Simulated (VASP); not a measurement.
The system is CrGaPd3.

```
CELL_PARAMETERS angstrom
4.08745 0.00000 0.00000
0.00000 4.08745 0.00000
0.00000 0.00000 4.08745
ATOMIC_POSITIONS crystal
Cr 0.50000 0.50000 0.50000
Ga 0.00000 0.00000 0.00000
Pd 0.00000 0.50000 0.50000
Pd 0.50000 0.00000 0.50000
Pd 0.50000 0.50000 0.00000
```

| Item | Value |
| --- | --- |
| Program | VASP 6.6.1 |
| Task | relaxation of cell and atoms |
| Functional | PBE |
| Potentials or basis | VASP PAW PBE potentials, release 64 (Cr_pv, Ga_d, Pd) |
| Cutoff | 600 eV |
| k mesh | 4 × 4 × 4 |
| Occupations | gaussian, width 0.1 eV |
| Spin | no spin polarisation |

At the start: pressure 74.1 GPa; volume 13.66 Å³/atom.

**Question.** How do energy, volume and symmetry change on relaxing?

**Answer.** Over 5 steps the energy falls by 924.5 meV/atom and the volume is 19.29 Å³/atom (+41.2 %); space group Pm-3m (No. 221, to 0.1 Å) before and after.

Step by step:
| step | energy change (eV) | largest force (eV/Å) | pressure (GPa) | volume (Å³) |
| --- | --- | --- | --- | --- |
| 1 | 0.0000 | 0.0000 | 74.09 | 68.29 |
| 2 | -1.0635 | 0.0000 | -12.77 | 151.66 |
| 3 | -4.5757 | 0.0000 | -2.02 | 99.09 |
| 4 | -4.6187 | 0.0000 | -1.04 | 97.77 |
| 5 | -4.6226 | 0.0000 | 0.14 | 96.45 |

Final structure:
```yaml
crystal:
  lattice:
    - [4.58596, 0.00000, 0.00000]
    - [0.00000, 4.58596, 0.00000]
    - [0.00000, 0.00000, 4.58596]
  atoms:
    - { symbol: Cr, position: [0.50000, 0.50000, 0.50000] }
    - { symbol: Ga, position: [0.00000, 0.00000, 0.00000] }
    - { symbol: Pd, position: [0.00000, 0.50000, 0.50000] }
    - { symbol: Pd, position: [0.50000, 0.00000, 0.50000] }
    - { symbol: Pd, position: [0.50000, 0.50000, 0.00000] }
```

Caveat: the k points lie up to 0.34 Å⁻¹ apart in the final cell, too coarse for converged energies and pressures of a metal; the volume moved by over 15 % at a fixed basis, so the end points are rough; the run has no spin polarisation, though such a crystal can be magnetic.
